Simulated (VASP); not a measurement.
Here is a VASP 6.6.1 calculation.

INCAR

```
PREC = Accurate ; ENCUT = 520
EDIFF = 1E-6 ; ISMEAR = -1
SIGMA = 0.05 ; LREAL = F
LASPH = T ; NELM = 60
ALGO = Normal ; ISIF = 2
LWAVE = F ; LCHARG = F
GGA = PS ; NBANDS = 20
```

Contents of KPOINTS:

```
regular mesh
0
Gamma
  4 4 4
```

POSCAR

```
CaSiH6
1.0
    3.1149314104      1.7980278649      1.9477306843
   -3.1136803331      1.7991596254      1.9446404586
    0.0016198491     -3.5968083424      1.9458276655
Ca Si H
1 1 6
Direct
   -0.0121260692      0.0171727349     -0.0041708511
    0.4878743412      0.5171707128      0.4958309995
    0.5543276625      0.2887929872      0.1647643857
    0.2596695686      0.1862127659      0.5622397788
    0.8186673766      0.4505775471      0.7239128604
    0.7160823864      0.8481256471      0.4294215510
    0.4214215203      0.7455472686      0.8268967114
    0.1570821364      0.5837618281      0.2677488030
```

Potentials or basis: VASP PAW PBE potentials, release 64 (Ca_sv, Si, H).

Run with:

```sh
$ cat potpaw_PBE.64/Ca_sv/POTCAR potpaw_PBE.64/Si/POTCAR potpaw_PBE.64/H/POTCAR > POTCAR
$ mpirun -np 1 vasp_std > vasp.out
```

What does it give for the pressure?

0.0 GPa.

What does it give for the largest force?

0.006 eV/Å.

Forces on the atoms (eV/Å):
```
Ca   0.000  0.000  0.000
Si   0.000  0.000  0.000
H   -0.002  0.000  0.005
H    0.001  0.003  0.005
H   -0.002  0.002 -0.005
H   -0.001 -0.003 -0.005
H    0.002  0.000 -0.005
H    0.002 -0.002  0.005
```

Caveat: the PAW data sets were made with another functional, which shifts forces and pressure a little.
